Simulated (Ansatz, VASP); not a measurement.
This is a calculation of PbSe for VASP 6.6.1.

Contents of INCAR:

```
PREC     = Accurate       # precision mode
ENCUT    = 600            # plane-wave cutoff, eV
EDIFF    = 1E-7           # SCF threshold, eV
ISMEAR   = -1             # smearing method
SIGMA    = 0.05           # smearing width, eV
LREAL    = False          # projectors in reciprocal space
LASPH    = True           # aspherical terms in the spheres
NELM     = 60             # most SCF steps
ALGO     = Normal         # electronic algorithm
ISIF     = 3              # what is computed and relaxed
LWAVE    = False          # write WAVECAR
LCHARG   = False          # write CHGCAR
GGA      = RP             # functional
IVDW     = 12             # dispersion correction
IBRION   = 2              # ionic algorithm
NSW      = 60             # ionic steps
EDIFFG   = -0.01          # ionic threshold
```

File KPOINTS:

```
regular mesh
0
Gamma
  7 7 7
```

POSCAR

```
PbSe
1.0
    3.7843220000      0.0000000000      0.0000000000
    0.0000000000      3.7843220000      0.0000000000
    0.0000000000      0.0000000000      3.7843220000
Pb Se
1 1
Direct
    0.0000000000      0.0000000000      0.0000000000
    0.5000000000      0.5000000000      0.5000000000
```

Potentials or basis: VASP PAW PBE potentials, release 64 (Pb_d, Se).

Launch:

```sh
$ cat potpaw_PBE.64/Pb_d/POTCAR potpaw_PBE.64/Se/POTCAR > POTCAR
$ mpirun -np 1 vasp_std > vasp.out
```

Q: Translate it to Ansatz 0.2.0. Potentials there: Ansatz PAW.

A: As run (the cutoff follows the program's own potentials):

input.yaml

```yaml
crystal:
  lattice:
    - [3.784322, 0.0, 0.0]
    - [0.0, 3.784322, 0.0]
    - [0.0, 0.0, 3.784322]
  atoms:
    - { symbol: Pb, position: [0.0, 0.0, 0.0] }
    - { symbol: Se, position: [0.5, 0.5, 0.5] }
hamiltonian:
  xc: rpbe
  pseudopotentials: { kind: paw }
  dispersion: d3bj
kpoints:
  mp_grid: { grid: [7, 7, 7] }
scf:
  occupations: { method: fermi_dirac, width: 0.05 }
output:
  forces: true
  stress: true
  eigenvalues: true
relax:
  f_tol: 0.01
  max_steps: 40
  cell: { stress_tol: 0.05 }
```

Potentials or basis: Ansatz PAW.

The run is started by

```bash
$ ansatz run input.yaml --threads 2 --pin off --max-ram 5632MiB --backend cpu --events-out ev --progress --plain --runs-dir out
```

Both were run:

|  | VASP | Ansatz | Ansatz less VASP |
| --- | --- | --- | --- |
| gap on the k mesh at the Fermi level, each at its own relaxed structure (eV) | none | none | - |
| relaxed volume (Å³/atom) | 20.01 | 20.00 | -0.012 |
| relaxed cell length with the largest relative difference (Å) | 3.421 | 3.420 | -0.0007 |

VASP's potentials were made for PBE, not for RPBE. A gap of «none» marks a metal or a gap that the smearing closes. VASP's potentials hold 20 valence electrons a cell and Ansatz's 30, so a difference there can come from the potentials and not from the codes.

Neither program's run includes spin-orbit coupling. Noted on VASP's run: the volume moved by over 15 % at a fixed basis, so the end points are rough. Noted on Ansatz's run: the volume moved by over 15 % at a fixed basis, so the end points are rough; the plane-wave basis is chosen anew once the cell has moved, so the energies of steps on either side of that aren't comparable.
